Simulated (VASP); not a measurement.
Set up this calculation in VASP 6.6.1, as the native input.

```
Task                   : single point
Functional             : r2SCAN
Potentials or basis    : VASP PAW PBE potentials, release 64 (Na_pv, I)
Cutoff                 : 520 eV
k mesh                 : 6 × 6 × 6
Occupations            : gaussian, width 0.05 eV
Spin                   : no spin polarisation
Dipole correction      : no
Further INCAR settings : ALGO = Normal; EDIFF = 1e-07; NBANDS = 14
```

NaI:

```
CELL_PARAMETERS angstrom
0.00000 3.33349 3.13931
3.33349 0.00000 3.13931
3.33349 3.33349 0.00000
ATOMIC_POSITIONS crystal
Na 0.00000 0.00000 0.00000
I 0.50000 0.50000 0.50000
```

This cell differs from its parent crystal: strain +0.030 along x and y, -0.030 along z.

The input as run:

POSCAR

```
NaI
1.0
    0.0000000000      3.3334920000      3.1393080000
    3.3334920000      0.0000000000      3.1393080000
    3.3334920000      3.3334920000      0.0000000000
Na I
1 1
Direct
    0.0000000000      0.0000000000      0.0000000000
    0.5000000000      0.5000000000      0.5000000000
```

INCAR.step1

```
SYSTEM = NaI
PREC = Accurate
ENCUT = 520
ISMEAR = 0
SIGMA = 0.05
LREAL = .FALSE.
LASPH = .TRUE.
NELM = 60
NBANDS = 14
GGA = PE
ALGO = Normal
EDIFF = 1E-4
LWAVE = .TRUE.
LCHARG = .FALSE.
```

INCAR.step2

```
SYSTEM = NaI
PREC = Accurate
ENCUT = 520
EDIFF = 1E-7
ISMEAR = 0
SIGMA = 0.05
LREAL = .FALSE.
LASPH = .TRUE.
NELM = 60
ALGO = Normal
ISIF = 2
LWAVE = .FALSE.
LCHARG = .FALSE.
METAGGA = R2SCAN
LMIXTAU = .TRUE.
NBANDS = 14
ISTART = 1
```

KPOINTS

```
Automatic mesh
0
G
  6 6 6
  0 0 0
```

Potentials or basis: VASP PAW PBE potentials, release 64 (Na_pv, I).

Command:

```console
$ cat potpaw_PBE.64/Na_pv/POTCAR potpaw_PBE.64/I/POTCAR > POTCAR
$ cp INCAR.step1 INCAR
$ mpirun -np 1 vasp_std > vasp.out
$ cp INCAR.step2 INCAR
$ mpirun -np 1 vasp_std > vasp.out
```

Results of the run:

| Item | Value |
| --- | --- |
| Pressure | -0.5 GPa |
| Band gap on the k mesh | 4.33 eV |

Caveat: the cell differs from its parent crystal (strain +0.030 along x and y, -0.030 along z); the PAW data sets were made with another functional, which shifts forces and pressure a little; spin-orbit coupling is left out, which moves the levels of the heavy elements.

Wall time 84 s on 1 thread of AMD EPYC 9R45 96-Core Processor (Zen 5), on a shared host, peak memory 0.19 GiB.
